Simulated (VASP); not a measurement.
Crystal: ScAl2.

```
CELL_PARAMETERS angstrom
0.00000 3.77765 3.77765
3.77765 0.00000 3.77765
3.77765 3.77765 0.00000
ATOMIC_POSITIONS crystal
Sc 0.50000 0.50000 0.50000
Sc 0.75000 0.75000 0.75000
Al 0.12500 0.12500 0.12500
Al 0.62500 0.12500 0.12500
Al 0.12500 0.62500 0.12500
Al 0.12500 0.12500 0.62500
```

Base run:

| Property | Result |
| --- | --- |
| Program | VASP 6.6.1 |
| Functional | r2SCAN |
| Potentials or basis | VASP PAW PBE potentials, release 64 (Sc_sv, Al) |
| Cutoff | 520 eV |
| k mesh | 8 × 8 × 8 |
| Occupations | fermi-dirac, width 0.5 eV |
| Spin | no spin polarisation |

Its results: band gap on the k mesh zero (band 17 reaches 7.44 eV, above the bottom of band 18 at 4.76 eV); pressure 1.3 GPa.

**Question.** The run is repeated on the same cell with these changes: occupations from fermi-dirac, width 0.5 eV to fermi-dirac, width 0.2 eV. What comes out?

**Answer.** Band gap on the k mesh zero (band 17 reaches 7.35 eV, above the bottom of band 18 at 4.73 eV); pressure 0.2 GPa.

Caveats: the PAW data sets were made with another functional, which shifts forces and pressure a little.
